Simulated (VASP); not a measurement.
# BN (F-43m) in VASP: further runs

Runs on BN. Level: PBE. Tasks: G0W0 quasiparticle levels.

Program: VASP 6.6.1. These are calculated values, not measurements. Logs are shortened: lines on timing, memory, paths and dates and some standing lists are left out, and cuts for length are marked.

**1. The cell of the first run**

The structure is cubic, space group F-43m (No. 216). Conventional cell: a = 3.610 Å, b = 3.610 Å, c = 3.610 Å, α = 90.00°, β = 90.00°, γ = 90.00°. B (site symmetry -43m) has 4 N at 1.56 Å within 2.1 Å. N (site symmetry -43m) has 4 B at 1.56 Å within 2.1 Å.

**2. G0W0 quasiparticle levels, PBE**

POSCAR

```
BN
1.0
    0.0000000000      1.8048254679      1.8048254679
    1.8048254679      0.0000000000      1.8048254679
    1.8048254679      1.8048254679      0.0000000000
B N
1 1
Direct
    0.0000000000      0.0000000000      0.0000000000
    0.2500000000      0.2500000000      0.2500000000
```

INCAR.step1

```
SYSTEM = BN
PREC = Accurate ; ENCUT = 500
EDIFF = 1E-8 ; ISMEAR = 0
SIGMA = 0.01 ; LREAL = .FALSE.
LASPH = .TRUE. ; NELM = 80
ALGO = Normal ; LWAVE = .TRUE.
LCHARG = .FALSE. ; GGA = PE
```

INCAR.step2

```
SYSTEM = BN
PREC = Accurate ; ENCUT = 500
EDIFF = 1E-8 ; ISMEAR = 0
SIGMA = 0.01 ; LREAL = .FALSE.
LASPH = .TRUE. ; NELM = 1
ALGO = Exact ; LWAVE = .TRUE.
LCHARG = .FALSE. ; GGA = PE
NBANDS = 34 ; LOPTICS = .TRUE.
ISTART = 1
```

INCAR.step3

```
SYSTEM = BN
PREC = Accurate ; ENCUT = 500
EDIFF = 1E-8 ; ISMEAR = 0
SIGMA = 0.01 ; LREAL = .FALSE.
LASPH = .TRUE. ; ALGO = EVGW0
LWAVE = .FALSE. ; LCHARG = .FALSE.
GGA = PE ; NELMGW = 1
NBANDS = 34 ; ENCUTGW = 80.0
NOMEGA = 48 ; PRECFOCK = Fast
ISTART = 1 ; NBANDSGW = 12
```

KPOINTS

```
regular mesh
0
G
  10 10 10
  0 0 0
```

Potentials or basis: VASP PAW PBE potentials, release 64 (B_GW, N_GW).

Command:

```console
$ cat potpaw_PBE.64/B_GW/POTCAR potpaw_PBE.64/N_GW/POTCAR > POTCAR
$ cp INCAR.step1 INCAR
$ mpirun -np 1 vasp_std > vasp.out
$ cp INCAR.step2 INCAR
$ mpirun -np 1 vasp_std > vasp.out
$ cp INCAR.step3 INCAR
$ mpirun -np 1 vasp_std > vasp.out
```

OUTCAR:

```text
SYSTEM = BN
   PREC = Accurate
   ENCUT = 500
   EDIFF = 1E-8
   ISMEAR = 0
   LREAL = .FALSE.
   LASPH = .TRUE.
   GGA = PE
   NELMGW = 1
   ENCUTGW = 80.0
   PRECFOCK = Fast
   ISTART = 1

 ion  position               nearest neighbor table
   1  0.000  0.000  0.000-   2 1.56   2 1.56   2 1.56   2 1.56
   2  0.250  0.250  0.250-   1 1.56   1 1.56   1 1.56   1 1.56

  LATTYP: Found a face centered cubic cell.
 ALAT       =     3.6096509358

  Lattice vectors:

 A1 = (   0.0000000000,   1.8048254679,   1.8048254679)
 A2 = (   1.8048254679,   0.0000000000,   1.8048254679)
 A3 = (   1.8048254679,   1.8048254679,   0.0000000000)

Analysis of symmetry for initial positions (statically):
=====================================================================
 Subroutine PRICEL returns:
 Original cell was already a primitive cell.

 Routine SETGRP: Setting up the symmetry group for a
 face centered cubic supercell.

 Subroutine GETGRP returns: Found 24 space group operations
 (whereof 24 operations were pure point group operations)
 out of a pool of 48 trial point group operations.

The static configuration has the point symmetry T_d .

Analysis of symmetry for dynamics (positions and initial velocities):
=====================================================================
 Subroutine PRICEL returns:
 Original cell was already a primitive cell.

 Routine SETGRP: Setting up the symmetry group for a
 face centered cubic supercell.

 Subroutine GETGRP returns: Found 24 space group operations
 (whereof 24 operations were pure point group operations)
 out of a pool of 48 trial point group operations.

The dynamic configuration has the point symmetry T_d .

 Subroutine INISYM returns: Found 24 space group operations
 (whereof 24 operations are pure point group operations),
 and found     1 'primitive' translations

----------------------------------------------------------------------------------------

                                     Primitive cell

  volume of cell :      11.7581

  direct lattice vectors                    reciprocal lattice vectors
     0.000000000  1.804825468  1.804825468    -0.277035098  0.277035098  0.277035098
     1.804825468  0.000000000  1.804825468     0.277035098 -0.277035098  0.277035098
     1.804825468  1.804825468  0.000000000     0.277035098  0.277035098 -0.277035098

  length of vectors
     2.552408654  2.552408654  2.552408654     0.479838865  0.479838865  0.479838865

  position of ions in fractional coordinates (direct lattice)
     0.000000000  0.000000000  0.000000000
     0.250000000  0.250000000  0.250000000

  ion indices of the primitive-cell ions
   primitive index   ion index
                 1           1
                 2           2

----------------------------------------------------------------------------------------

 KPOINTS: regular mesh

Automatic generation of k-mesh.
 Grid dimensions read from file:
 generate k-points for:   10   10   10

 Generating k-lattice:

  Cartesian coordinates                     Fractional coordinates (reciprocal lattice)
    -0.027703510  0.027703510  0.027703510     0.100000000  0.000000000  0.000000000
     0.027703510 -0.027703510  0.027703510     0.000000000  0.100000000  0.000000000
     0.027703510  0.027703510 -0.027703510     0.000000000  0.000000000  0.100000000

  Length of vectors
     0.047983886  0.047983886  0.047983886

  Shift w.r.t. Gamma in fractional coordinates (k-lattice)
     0.000000000  0.000000000  0.000000000

 Subroutine IBZKPT returns following result:
 ===========================================

 Found     47 irreducible k-points:

 Following reciprocal coordinates:
            Coordinates               Weight
  0.000000  0.000000  0.000000      1.000000
  0.100000  0.000000  0.000000      8.000000
  0.200000  0.000000  0.000000      8.000000
  0.300000  0.000000  0.000000      8.000000
  0.400000  0.000000  0.000000      8.000000
  0.500000  0.000000  0.000000      4.000000
[... 16 lines left out ...]
  0.300000  0.300000  0.000000      6.000000
  0.400000  0.300000  0.000000     24.000000
 [... further k-points ...]
   k-points           NKPTS =     47   k-points in BZ     NKDIM =   1000   number of bands    NBANDS=     34
   number of dos      NEDOS =    301   number of ions     NIONS =      2
   total plane-waves  NPLWV =   8000
   dimension x,y,z NGX =    20 NGY =   20 NGZ =   20
   dimension x,y,z NGXF=    40 NGYF=   40 NGZF=   40
   ions per type =               1   1
   NGX,Y,Z   is equivalent  to a cutoff of  13.03, 13.03, 13.03 a.u.
   NGXF,Y,Z  is equivalent  to a cutoff of  26.05, 26.05, 26.05 a.u.
 SYSTEM =  BN
   PREC   = accura    normal or accurate (medium, high low for compatibility)
   ISTART =      1    job   : 0-new  1-cont  2-samecut
   ICHARG =      0    charge: 1-file 2-atom 10-const
   ISPIN  =      1    spin polarized calculation?
   LNONCOLLINEAR =      F non collinear calculations
   LSORBIT =      F    spin-orbit coupling
   LASPH  =      T    aspherical Exc in radial PAW
   ENCUT  =  500.0 eV  36.75 Ry    6.06 a.u.   4.65  4.65  4.65*2*pi/ulx,y,z
   NELM   =     60;   NELMIN=  2; NELMDL=  0     # of ELM steps
   EDIFF  = 0.1E-07   stopping-criterion for ELM
   LREAL  =      F    real-space projection
   EDIFFG = 0.1E-06   stopping-criterion for IOM
   NSW    =      0    number of steps for IOM
   IBRION =     -1    ionic relax: 0-MD 1-quasi-New 2-CG
   NFREE  =      0    steps in history (QN), initial steepest desc. (CG)
   ISIF   =      0    stress and relaxation
   ISYM   =      3    0-nonsym 1-usesym 2-fastsym
   POTIM  = 0.5000    time-step for ionic-motion
   TEBEG  =    0.0;   TEEND  =   0.0 temperature during run
   PSTRESS=    0.0 pullay stress
   NELECT =       8.0000    total number of electrons
   NUPDOWN=      -1.0000    fix difference up-down
   EMIN   =  10.00;   EMAX   =-10.00  energy-range for DOS
   EFERMI =   0.00;   METHOD = LEGACY
   ISMEAR =     0;   SIGMA  =   0.01  broadening in eV -4-tet -1-fermi 0-gaus
   EFERMI_NEDOS =   21; number of points for ismear=-14 and -15
   IALGO  =     38    algorithm
   IMIX   =      4    mixing-type and parameters
     AMIX     =   0.40;   BMIX     =  1.00
     AMIX_MAG =   1.60;   BMIX_MAG =  1.00
  volume/ion in A,a.u.               =       5.88        39.67
  Fermi-wavevector in a.u.,A,eV,Ry     =   1.439880  2.720979 28.208337  2.073254
  Thomas-Fermi vector in A             =   2.558686
   LORBIT       =      0    0 simple, 1 ext, 2 COOP (PROOUT), +10 PAW based schemes
   GGA     = PE    functional components
   LHFCALC =     T    Hartree Fock is set to
   PRECFOCK=fast      Normal, Fast or Accurate (Low or Medium for compatibility)
   ENCUT4O =  -1.0   cutoff for four orbital integrals eV
   NKREDX  =     1    reduce k-point grid by
   NKREDY  =     1    reduce k-point grid by
   NKREDZ  =     1    reduce k-point grid by
   AEXX    =    1.0000 exact exchange contribution
   HFSCREEN=    0.0000 screening length (either q_TF or 0.3 A-1)
   HFSCREENC=   0.0000 screening length for correlation (either q_TF or 0.3 A-1)
   ENCUTFOCK=  -1.0 apply spherical cutoff to Coloumb kernel
   IVDW    =     0    specifies the selected vdW correction
   LEPSILON=     F    determine dielectric tensor
   LRPA    =     F    only Hartree local field effects (RPA)
   LRPAFORCE           =     F    calculate RPA forces
   ENCUTGW             =  80.0    cutoff for response function in eV
   ENCUTGWSOFT         =  64.0    soft cutoff for Coulomb kernel in GW response function in eV
   ENCUTLF             =  -1.0    cutoff for local field effects
   NELMGW              =     1    number of iterations in solving QP/BSE equation
   NELMHF              =     1    number of iterations in the inner HF iteration
   NKREDLFX            =     1    NKREDLFY  =   1   NKREDLFZ  =   1
 non-spin polarized calculation
 Gauss-broadening in eV      SIGMA  =   0.01
  energy-cutoff  :      500.00
  volume of cell :       11.76
 maximum number of plane-waves:       311
  NGX = 12; NGY = 12; NGZ = 12
   NGX =  9   NGY =  9   NGZ =  9
 maximum number of plane-waves:        22
 NGX is ok and might be reduce to    10

 QP shifts <psi_nk| G(iteration)W_0 |psi_nk>: iteration 1
 for sc-GW calculations column KS-energies equals QP-energies in previous step
 and V_xc(KS)=  KS-energies - (<T + V_ion + V_H > + <T+V_H+V_ion>^1  + <V_x>^1)

 k-point   1 :       0.0000    0.0000    0.0000
  band No.  KS-energies  QP-energies   sigma(KS)   V_xc(KS)     V^pw_x(r,r')   Z            occupation Imag(sigma)

      1     -12.7681     -14.4946     -17.7290     -15.4976     -26.5182       0.7737       2.0000       1.4508
      2       7.5142       7.1903     -18.6901     -18.2997     -21.8470       0.8298       2.0000       0.0933
      3       7.5142       7.1903     -18.6901     -18.2997     -21.8470       0.8298       2.0000       0.0933
      4       7.5142       7.1903     -18.6901     -18.2997     -21.8470       0.8298       2.0000       0.0933
      5      16.3579      17.9559     -11.8909     -13.8011      -7.0597       0.8365       0.0000      -0.1130
      6      16.3579      17.9559     -11.8909     -13.8011      -7.0597       0.8365       0.0000      -0.1130
      7      16.3579      17.9559     -11.8909     -13.8011      -7.0597       0.8365       0.0000      -0.1130
      8      17.9342      19.2909     -13.7941     -15.4450      -8.4176       0.8218       0.0000      -0.1402
      9      32.3453      33.0894     -10.5260     -11.4582      -3.3151       0.7982       0.0000      -0.6058
     10      35.3490      36.8697     -11.5271     -13.3427      -5.4714       0.8376       0.0000      -0.5809
     11      35.3490      36.8697     -11.5271     -13.3427      -5.4714       0.8376       0.0000      -0.5809
     12      35.9532      36.8835     -10.0116     -11.1081      -3.0560       0.8485       0.0000      -1.0161

 k-point   2 :       0.1000    0.0000    0.0000
  band No.  KS-energies  QP-energies   sigma(KS)   V_xc(KS)     V^pw_x(r,r')   Z            occupation Imag(sigma)

      1     -12.5243     -14.2302     -17.7428     -15.5383     -26.4862       0.7738       2.0000       1.4152
      2       6.2396       5.7274     -18.2510     -17.6300     -21.5588       0.8249       2.0000       0.1020
      3       7.2586       6.9014     -18.5643     -18.1332     -21.7448       0.8284       2.0000       0.0947
      4       7.2586       6.9014     -18.5643     -18.1332     -21.7448       0.8284       2.0000       0.0947
      5      16.6399      18.1641     -12.2910     -14.1162      -7.4222       0.8351       0.0000      -0.1164
      6      16.7441      18.3844     -12.0107     -13.9751      -7.1131       0.8350       0.0000      -0.1167
      7      16.7441      18.3844     -12.0107     -13.9751      -7.1131       0.8350       0.0000      -0.1167
      8      18.7227      20.2835     -13.8298     -15.7392      -8.4093       0.8174       0.0000      -0.1464
      9      32.0431      32.7931     -10.2091     -11.1423      -3.1298       0.8037       0.0000      -0.5725
     10      32.7358      33.8984     -10.7977     -12.1871      -4.6207       0.8367       0.0000      -0.5494
     11      32.7358      33.8984     -10.7977     -12.1871      -4.6207       0.8367       0.0000      -0.5494
     12      35.6246      36.5264     -10.4394     -11.5312      -3.2509       0.8260       0.0000      -0.9964
[... 324 lines left out ...]
      1      -9.9892     -11.4782     -18.0216     -16.0693     -26.2661       0.7627       2.0000       1.0416
      2       2.2790       1.2652     -18.1190     -16.8571     -22.5117       0.8034       2.0000       0.1583
      3       3.8320       3.0587     -17.5926     -16.6439     -21.3514       0.8152       2.0000       0.1256
      4       3.8320       3.0587     -17.5926     -16.6439     -21.3514       0.8152       2.0000       0.1256
      5      13.6697      14.7388     -11.7009     -12.9639      -7.1958       0.8464       0.0000      -0.1011
      6      18.3332      19.5654     -11.7743     -13.2474      -6.7163       0.8365       0.0000      -0.1259
      7      22.3037      24.4159     -13.0533     -15.6889      -6.9880       0.8014       0.0000      -0.2025
      8      22.3037      24.4159     -13.0533     -15.6889      -6.9880       0.8014       0.0000      -0.2025
      9      26.3477      28.0083     -12.9883     -15.0652      -6.6097       0.7996       0.0000      -0.2948
     10      34.9958      36.4686     -11.2445     -13.0926      -3.4888       0.7970       0.0000      -0.9186
     11      39.4600      41.0422     -11.5057     -13.3792      -4.9643       0.8445       0.0000      -0.9958
     12      42.6003      43.8718     -10.1879     -11.7031      -2.7674       0.8392       0.0000      -1.3824

 k-point  24 :       0.4000    0.3000    0.0000
  band No.  KS-energies  QP-energies   sigma(KS)   V_xc(KS)     V^pw_x(r,r')   Z            occupation Imag(sigma)

      1      -8.9800     -10.3966     -18.2546     -16.3839     -26.2960       0.7573       2.0000       0.9028
      2       0.7168      -0.4281     -17.7508     -16.3084     -22.4771       0.7938       2.0000       0.1878
      3       2.9810       2.0992     -17.3829     -16.2947     -21.3017       0.8103       2.0000       0.1374
      4       3.4208       2.6071     -17.5482     -16.5467     -21.4036       0.8125       2.0000       0.1309
      5      13.6294      14.6671     -11.7939     -13.0198      -7.3153       0.8465       0.0000      -0.1011
      6      18.1822      19.4002     -11.6853     -13.1365      -6.6930       0.8393       0.0000      -0.1226
      7      23.0587      25.1452     -13.1853     -15.7997      -6.9223       0.7981       0.0000      -0.2231
      8      23.1536      25.2972     -13.0913     -15.7804      -6.7969       0.7972       0.0000      -0.2257
      9      27.3022      29.1664     -13.3162     -15.6814      -6.5940       0.7882       0.0000      -0.3433
     10      34.7014      36.2988     -11.3808     -13.3823      -3.6684       0.7981       0.0000      -0.8992
     11      39.3918      40.9038     -11.2610     -13.0755      -4.3006       0.8333       0.0000      -1.0621
     12      42.0841      43.3315     -10.3319     -11.8301      -2.9936       0.8326       0.0000      -1.2531

 [... further k-points ...]
```

It took 4.1 min on 1 thread of Intel Xeon 6975P-C (Granite Rapids), shared host; peak memory 0.63 GiB.

Results:

```
Quasiparticle gap                                   : 5.62 eV
Least direct quasiparticle gap                      : 10.77 eV
Band gap of the starting levels on the mesh         : 4.47 eV
Least direct gap of the starting levels on the mesh : 8.84 eV
```

Caveat: bands, screening cutoff and mesh are small and nothing is extrapolated, so the quasiparticle values aren't converged.

(Continued in part 2 of 2.)
